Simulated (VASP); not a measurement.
# SnO2 (Pa-3) in VASP: settings compared

Aim: see how the results for SnO2 move with the level of theory and the settings. Levels: LDA, PBEsol. Tasks: single point.

Program: VASP 6.6.1. These are calculated values, not measurements. Logs are shortened: lines on timing, memory, paths and dates and some standing lists are left out, and cuts for length are marked.

### Step 1. The cell of the first run

It takes space group Pa-3 (No. 205, cubic). Conventional cell: a = 5.175 Å, b = 5.175 Å, c = 5.175 Å, α = 90.00°, β = 90.00°, γ = 90.00°. Within 2.8 Å of Sn (site symmetry -3) lie 6 O at 2.11 Å. Within 2.9 Å of O (site symmetry 3) lie 3 Sn at 2.11 Å and 7 O at 2.75 to 2.89 Å.

### Step 2. Single point, LDA

Input file INCAR:

```
SYSTEM = SnO2
ALGO = Normal
EDIFF = 1E-7
ENCUT = 520
GGA = CA
ISIF = 2
ISMEAR = -1
LASPH = .TRUE.
LCHARG = .TRUE.
LELF = .TRUE.
LREAL = .FALSE.
LVHAR = .TRUE.
LWAVE = .FALSE.
NBANDS = 64
NELM = 60
PREC = Accurate
SIGMA = 0.05
```

Input file KPOINTS:

```
k-points
0
G
  5 5 5
  0 0 0
```

Input file POSCAR:

```
SnO2
1.0
    5.1752560000      0.0000000000      0.0000000000
    0.0000000000      5.1752560000      0.0000000000
    0.0000000000      0.0000000000      5.1752560000
Sn O
4 8
Direct
    0.0000000000      0.0000000000      0.0000000000
    0.5000000000      0.0000000000      0.5000000000
    0.5000000000      0.5000000000      0.0000000000
    0.0000000000      0.5000000000      0.5000000000
    0.6610980000      0.8389020000      0.1610980000
    0.8389020000      0.1610980000      0.6610980000
    0.1610980000      0.6610980000      0.8389020000
    0.3389020000      0.3389020000      0.3389020000
    0.6610980000      0.6610980000      0.6610980000
    0.8389020000      0.3389020000      0.1610980000
    0.1610980000      0.8389020000      0.3389020000
    0.3389020000      0.1610980000      0.8389020000
```

Potentials or basis: VASP PAW LDA potentials, release 64 (Sn_d, O).

Command:

```
$ cat potpaw_LDA.64/Sn_d/POTCAR potpaw_LDA.64/O/POTCAR > POTCAR
$ mpirun -np 1 vasp_std > vasp.out
```

OUTCAR:

```text
SYSTEM = SnO2
   EDIFF = 1E-7
   ENCUT = 520
   GGA = CA
   ISIF = 2
   ISMEAR = -1
   LASPH = .TRUE.
   LREAL = .FALSE.
   NELM = 60
   PREC = Accurate

 ion  position               nearest neighbor table
   1  0.000  0.000  0.000-   5 2.11   6 2.11   7 2.11  10 2.11  11 2.11  12 2.11   2 3.66   3 3.66
                             4 3.66   2 3.66   4 3.66   3 3.66   4 3.66   4 3.66   2 3.66   3 3.66
   2  0.500  0.000  0.500-   5 2.11   6 2.11   8 2.11   9 2.11  11 2.11  12 2.11   1 3.66   3 3.66
                             4 3.66   1 3.66   3 3.66   3 3.66   4 3.66   3 3.66   1 3.66   4 3.66
   3  0.500  0.500  0.000-   5 2.11   7 2.11   8 2.11   9 2.11  10 2.11  12 2.11   1 3.66   2 3.66
                             4 3.66   2 3.66   4 3.66   1 3.66   2 3.66   2 3.66   1 3.66   4 3.66
   4  0.000  0.500  0.500-   6 2.11   7 2.11   8 2.11   9 2.11  10 2.11  11 2.11   1 3.66   2 3.66
                             3 3.66   1 3.66   3 3.66   1 3.66   2 3.66   1 3.66   2 3.66   3 3.66
   5  0.661  0.839  0.161-   1 2.11   2 2.11   3 2.11
   6  0.839  0.161  0.661-   1 2.11   2 2.11   4 2.11
   7  0.161  0.661  0.839-   1 2.11   3 2.11   4 2.11
   8  0.339  0.339  0.339-   2 2.11   3 2.11   4 2.11
   9  0.661  0.661  0.661-   2 2.11   3 2.11   4 2.11
  10  0.839  0.339  0.161-   1 2.11   3 2.11   4 2.11
  11  0.161  0.839  0.339-   1 2.11   2 2.11   4 2.11
  12  0.339  0.161  0.839-   1 2.11   2 2.11   3 2.11

  LATTYP: Found a simple cubic cell.
 ALAT       =     5.1752560000

  Lattice vectors:

 A1 = (   5.1752560000,   0.0000000000,   0.0000000000)
 A2 = (   0.0000000000,   5.1752560000,   0.0000000000)
 A3 = (   0.0000000000,   0.0000000000,   5.1752560000)

Analysis of symmetry for initial positions (statically):
=====================================================================
 Subroutine PRICEL returns:
 Original cell was already a primitive cell.

 Routine SETGRP: Setting up the symmetry group for a
 simple cubic supercell.

 Subroutine GETGRP returns: Found 24 space group operations
 (whereof  6 operations were pure point group operations)
 out of a pool of 48 trial point group operations.

The static configuration has the point symmetry S_6 .
 The point group associated with its full space group is T_h .

Analysis of symmetry for dynamics (positions and initial velocities):
=====================================================================
 Subroutine PRICEL returns:
 Original cell was already a primitive cell.

 Routine SETGRP: Setting up the symmetry group for a
 simple cubic supercell.

 Subroutine GETGRP returns: Found 24 space group operations
 (whereof  6 operations were pure point group operations)
 out of a pool of 48 trial point group operations.

The dynamic configuration has the point symmetry S_6 .
 The point group associated with its full space group is T_h .

 Subroutine INISYM returns: Found 24 space group operations
 (whereof  6 operations are pure point group operations),
 and found     1 'primitive' translations

----------------------------------------------------------------------------------------

                                     Primitive cell

  volume of cell :     138.6103

  direct lattice vectors                    reciprocal lattice vectors
     5.175256000  0.000000000  0.000000000     0.193227156  0.000000000  0.000000000
     0.000000000  5.175256000  0.000000000     0.000000000  0.193227156  0.000000000
     0.000000000  0.000000000  5.175256000     0.000000000  0.000000000  0.193227156

  length of vectors
     5.175256000  5.175256000  5.175256000     0.193227156  0.193227156  0.193227156

  position of ions in fractional coordinates (direct lattice)
     0.000000000  0.000000000  0.000000000
     0.500000000  0.000000000  0.500000000
     0.500000000  0.500000000  0.000000000
     0.000000000  0.500000000  0.500000000
     0.661098000  0.838902000  0.161098000
     0.838902000  0.161098000  0.661098000
     0.161098000  0.661098000  0.838902000
     0.338902000  0.338902000  0.338902000
     0.661098000  0.661098000  0.661098000
     0.838902000  0.338902000  0.161098000
     0.161098000  0.838902000  0.338902000
     0.338902000  0.161098000  0.838902000

  ion indices of the primitive-cell ions
   primitive index   ion index
                 1           1
                 2           2
                 3           3
                 4           4
                 5           5
                 6           6
                 7           7
                 8           8
                 9           9
                10          10
                11          11
                12          12

----------------------------------------------------------------------------------------

 KPOINTS: k-points

Automatic generation of k-mesh.
 Grid dimensions read from file:
 generate k-points for:    5    5    5

 Generating k-lattice:

  Cartesian coordinates                     Fractional coordinates (reciprocal lattice)
     0.038645431  0.000000000  0.000000000     0.200000000  0.000000000  0.000000000
     0.000000000  0.038645431  0.000000000     0.000000000  0.200000000  0.000000000
     0.000000000  0.000000000  0.038645431     0.000000000  0.000000000  0.200000000

  Length of vectors
     0.038645431  0.038645431  0.038645431

  Shift w.r.t. Gamma in fractional coordinates (k-lattice)
     0.000000000  0.000000000  0.000000000

 Subroutine IBZKPT returns following result:
 ===========================================

 Found     11 irreducible k-points:

 Following reciprocal coordinates:
            Coordinates               Weight
  0.000000  0.000000  0.000000      1.000000
  0.200000  0.000000  0.000000      6.000000
  0.400000  0.000000  0.000000      6.000000
  0.200000  0.200000  0.000000     12.000000
  0.400000  0.200000  0.000000     12.000000
 -0.200000  0.400000  0.000000     12.000000
  0.400000  0.400000  0.000000     12.000000
  0.200000  0.200000  0.200000      8.000000
  0.400000  0.200000  0.200000     24.000000
  0.400000  0.400000  0.200000     24.000000
  0.400000  0.400000  0.400000      8.000000
   k-points           NKPTS =     11   k-points in BZ     NKDIM =     11   number of bands    NBANDS=     64
   number of dos      NEDOS =    301   number of ions     NIONS =     12
   total plane-waves  NPLWV =  64000
   dimension x,y,z NGX =    40 NGY =   40 NGZ =   40
   dimension x,y,z NGXF=    80 NGYF=   80 NGZF=   80
   ions per type =               4   8
   NGX,Y,Z   is equivalent  to a cutoff of  12.85, 12.85, 12.85 a.u.
   NGXF,Y,Z  is equivalent  to a cutoff of  25.70, 25.70, 25.70 a.u.
 SYSTEM =  SnO2
   PREC   = accura    normal or accurate (medium, high low for compatibility)
   ISTART =      0    job   : 0-new  1-cont  2-samecut
   ICHARG =      2    charge: 1-file 2-atom 10-const
   ISPIN  =      1    spin polarized calculation?
   LNONCOLLINEAR =      F non collinear calculations
   LSORBIT =      F    spin-orbit coupling
   LASPH  =      T    aspherical Exc in radial PAW
   ENCUT  =  520.0 eV  38.22 Ry    6.18 a.u.   9.62  9.62  9.62*2*pi/ulx,y,z
   NELM   =     60;   NELMIN=  2; NELMDL= -5     # of ELM steps
   EDIFF  = 0.1E-06   stopping-criterion for ELM
   LREAL  =      F    real-space projection
   EDIFFG = 0.1E-05   stopping-criterion for IOM
   NSW    =      0    number of steps for IOM
   IBRION =     -1    ionic relax: 0-MD 1-quasi-New 2-CG
   NFREE  =      0    steps in history (QN), initial steepest desc. (CG)
   ISIF   =      2    stress and relaxation
   ISYM   =      2    0-nonsym 1-usesym 2-fastsym
   POTIM  = 0.5000    time-step for ionic-motion
   TEBEG  =    0.0;   TEEND  =   0.0 temperature during run
   PSTRESS=    0.0 pullay stress
   NELECT =     104.0000    total number of electrons
   NUPDOWN=      -1.0000    fix difference up-down
   EMIN   =  10.00;   EMAX   =-10.00  energy-range for DOS
   EFERMI =   0.00;   METHOD = LEGACY
   ISMEAR =    -1;   SIGMA  =   0.05  broadening in eV -4-tet -1-fermi 0-gaus
   EFERMI_NEDOS =   21; number of points for ismear=-14 and -15
   IALGO  =     38    algorithm
   IMIX   =      4    mixing-type and parameters
     AMIX     =   0.40;   BMIX     =  1.00
     AMIX_MAG =   1.60;   BMIX_MAG =  1.00
  volume/ion in A,a.u.               =      11.55        77.95
  Fermi-wavevector in a.u.,A,eV,Ry     =   1.487604  2.811165 30.109240  2.212967
  Thomas-Fermi vector in A             =   2.600744
   LORBIT       =      0    0 simple, 1 ext, 2 COOP (PROOUT), +10 PAW based schemes
   GGA     = CA    functional components
   LHFCALC =     F    Hartree Fock is set to
   AEXX    =    0.0000 exact exchange contribution
   IVDW    =     0    specifies the selected vdW correction
   LEPSILON=     F    determine dielectric tensor
   LRPA    =     F    only Hartree local field effects (RPA)
 non-spin polarized calculation
  energy-cutoff  :      520.00
  volume of cell :      138.61
 maximum number of plane-waves:      3759
 NGX is ok and might be reduce to    40
   NGX = 19   NGY = 19   NGZ = 19

 number of electron     103.9999975 magnetization

 Free energy of the ion-electron system (eV)
  ---------------------------------------------------
  ext. energy  EPLUGINS =         0.00000000
  ---------------------------------------------------
  free energy    TOTEN  =       -83.43179550 eV

  energy without entropy =      -83.43133598  energy(sigma->0) =      -83.43156574

 E-fermi :   6.6024     XC(G=0): -12.1342

 val. band max:        6.2553485044   @ k =   0.4000   0.0000   0.0000
 cond. band min:       6.7558445048   @ k =   0.0000   0.0000   0.0000
 fundamental gap:      0.5004960004
 Fermi energy:         6.6024328314

 k-point     1 :       0.0000    0.0000    0.0000
  band No.  band energies     occupation
      1     -14.4127      2.00000
      2     -14.4127      2.00000
      3     -14.4127      2.00000
      4     -13.7546      2.00000
      5     -13.7546      2.00000
      6     -13.7546      2.00000
[... 726 lines left out ...]
     63      16.7131      0.00000
     64      17.2126      0.00000

------------------------ aborting loop because EDIFF is reached ----------------------------------------

  FORCE on cell =-STRESS in cart. coord.  units (eV):
  Direction    XX          YY          ZZ          XY          YZ          ZX
  --------------------------------------------------------------------------------------
  -------------------------------------------------------------------------------------
  Total      -10.0966587    -10.0966587    -10.0966587      0.0000000      0.0000000     -0.0000000
  in kB     -116.7058820   -116.7058820   -116.7058820      0.0000000      0.0000000     -0.0000000
  external PRESSURE =    -116.7058820 kB  Pullay stress =       0.0000000 kB

 VOLUME and BASIS-vectors are now :
 -----------------------------------------------------------------------------
  energy-cutoff  :      520.00
  volume of cell :      138.61
      direct lattice vectors                 reciprocal lattice vectors
     5.175256000  0.000000000  0.000000000     0.193227156  0.000000000  0.000000000
     0.000000000  5.175256000  0.000000000     0.000000000  0.193227156  0.000000000
     0.000000000  0.000000000  5.175256000     0.000000000  0.000000000  0.193227156

 POSITION                                       TOTAL-FORCE (eV/Angst)
 -----------------------------------------------------------------------------------
      0.00000      0.00000      0.00000        -0.000000     -0.000000     -0.000000
      2.58763      0.00000      2.58763        -0.000000     -0.000000     -0.000000
      2.58763      2.58763      0.00000        -0.000000     -0.000000     -0.000000
      0.00000      2.58763      2.58763        -0.000000     -0.000000     -0.000000
      3.42135      4.34153      0.83372         0.022907     -0.022907      0.022907
      4.34153      0.83372      3.42135        -0.022907      0.022907      0.022907
      0.83372      3.42135      4.34153         0.022907      0.022907     -0.022907
      1.75390      1.75390      1.75390        -0.022907     -0.022907     -0.022907
      3.42135      3.42135      3.42135         0.022907      0.022907      0.022907
      4.34153      1.75390      0.83372        -0.022907     -0.022907      0.022907
      0.83372      4.34153      1.75390         0.022907     -0.022907     -0.022907
      1.75390      0.83372      4.34153        -0.022907      0.022907     -0.022907
 -----------------------------------------------------------------------------------
    total drift:                                0.000000      0.000000     -0.000000

  FREE ENERGIE OF THE ION-ELECTRON SYSTEM (eV)
  ---------------------------------------------------
  free  energy   TOTEN  =       -83.4317955005 eV

  energy  without entropy=      -83.4313359849  energy(sigma->0) =      -83.43156574
```

It took 2.8 min on 1 thread of AMD EPYC 7R43 (Zen 3), shared host; peak memory 0.2 GiB.

What came out:

- Free energy: -83.4318 eV
- Pressure: -11.7 GPa
- Largest force: 0.040 eV/Å
- Band gap on the k mesh: 0.50 eV (least direct gap 0.56 eV)

Forces in eV/Å, atoms in the order of the input:
```
Sn   0.000  0.000  0.000
Sn   0.000  0.000  0.000
Sn   0.000  0.000  0.000
Sn   0.000  0.000  0.000
O    0.023 -0.023  0.023
O   -0.023  0.023  0.023
O    0.023  0.023 -0.023
O   -0.023 -0.023 -0.023
O    0.023  0.023  0.023
O   -0.023 -0.023  0.023
O    0.023 -0.023 -0.023
O   -0.023  0.023 -0.023
```

Caveat: the cell stands under tension; spin-orbit coupling is left out, which moves the levels of the heavy elements; an odd mesh through Γ misses points on the zone boundary, where band edges can lie.

### Step 3. Single point, PBEsol

Input file INCAR:

```
ALGO     = Normal         # electronic algorithm
EDIFF    = 1E-7           # SCF threshold, eV
ENCUT    = 520            # plane-wave cutoff, eV
GGA      = PS             # functional
ISIF     = 2              # what is computed and relaxed
ISMEAR   = -1             # smearing method
LASPH    = True           # aspherical terms in the spheres
LCHARG   = False          # write CHGCAR
LREAL    = False          # projectors in reciprocal space
LWAVE    = False          # write WAVECAR
NBANDS   = 64             # bands
NELM     = 100            # most SCF steps
PREC     = Accurate       # precision mode
SIGMA    = 0.05           # smearing width, eV
```

Input file KPOINTS:

```
k-points
0
Gamma
  5 5 5
```

POSCAR is that of step 2.

Potentials or basis: VASP PAW PBE potentials, release 64 (Sn_d, O).

Command:

```
$ cat potpaw_PBE.64/Sn_d/POTCAR potpaw_PBE.64/O/POTCAR > POTCAR
$ mpirun -np 1 vasp_std > vasp.out
```

Run time: 2.8 min. Hardware: 1 thread of AMD EPYC 7R43 (Zen 3), shared host; peak memory 0.22 GiB.

Results (log left out):

```yaml
Free_energy: -78.2839 eV
Pressure: -6.6 GPa
Largest_force: 0.021 eV/Å
Band_gap_on_the_k_mesh: 0.50 eV (least direct gap 0.56 eV)
```

Forces in eV/Å, atoms in the order of the input:
```
Sn   0.000  0.000  0.000
Sn   0.000  0.000  0.000
Sn   0.000  0.000  0.000
Sn   0.000  0.000  0.000
O    0.012 -0.012  0.012
O   -0.012  0.012  0.012
O    0.012  0.012 -0.012
O   -0.012 -0.012 -0.012
O    0.012  0.012  0.012
O   -0.012 -0.012  0.012
O    0.012 -0.012 -0.012
O   -0.012  0.012 -0.012
```

Levels at points of the mesh, in eV from the valence-band top:
| k point | band 48 | band 49 | band 50 | band 51 | band 52 | band 53 | band 54 | band 55 | band 56 | band 57 |
| --- | --- | --- | --- | --- | --- | --- | --- | --- | --- | --- |
| (0.00, 0.00, 0.00) | -0.73 | -0.30 | -0.06 | -0.06 | -0.06 | 0.50 | 5.67 | 5.67 | 5.67 | 7.21 |

Caveat: the cell stands under tension; the PAW data sets were made with another functional, which shifts forces and pressure a little; spin-orbit coupling is left out, which moves the levels of the heavy elements; an odd mesh through Γ misses points on the zone boundary, where band edges can lie.
